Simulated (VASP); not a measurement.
A run of VASP 6.6.1:

INCAR

```
SYSTEM = TiB2
ALGO     = Normal         ! electronic algorithm
EDIFF    = 1E-8           ! SCF threshold, eV
ENCUT    = 520            ! plane-wave cutoff, eV
GGA      = CA             ! functional
IBRION   = 8              ! ionic algorithm
ISIF     = 2              ! what is computed and relaxed
ISMEAR   = -1             ! smearing method
LASPH    = .True.         ! aspherical terms in the spheres
LCHARG   = .True.         ! write CHGCAR
LREAL    = .False.        ! projectors in reciprocal space
LWAVE    = .False.        ! write WAVECAR
NELM     = 60             ! most SCF steps
NSW      = 1              ! ionic steps
PREC     = Accurate       ! precision mode
SIGMA    = 0.15           ! smearing width, eV
```

The input KPOINTS:

```
k-points
0
Gamma
  18 18 12
  0 0 0
```

POSCAR

```
TiB2
1.0
    2.9943051716      0.0000000029      0.0000000000
   -1.4971525883      2.5931443438      0.0000000000
    0.0000000000      0.0000000000      3.1598271771
Ti B
1 2
Direct
    0.0000000000      0.0000000000      0.0000000000
    0.3333333333      0.6666666667      0.5000000000
    0.6666666667      0.3333333333      0.5000000000
```

Potentials or basis: VASP PAW LDA potentials, release 64 (Ti_sv, B).

Run with:

```bash
$ cat potpaw_LDA.64/Ti_sv/POTCAR potpaw_LDA.64/B/POTCAR > POTCAR
$ mpirun -np 1 vasp_std > vasp.out
```

Hardware: 1 thread of AMD EPYC 7R43 64-Core Processor (Zen 3), on a shared host.

**Question.** Estimate the wall time of this run.

**Answer.** Run time: 40 min on 1 thread of AMD EPYC 7R43 64-Core Processor (Zen 3), with other jobs on the host, peak memory 0.79 GiB. Counts: scf iterations 132, k points 259.
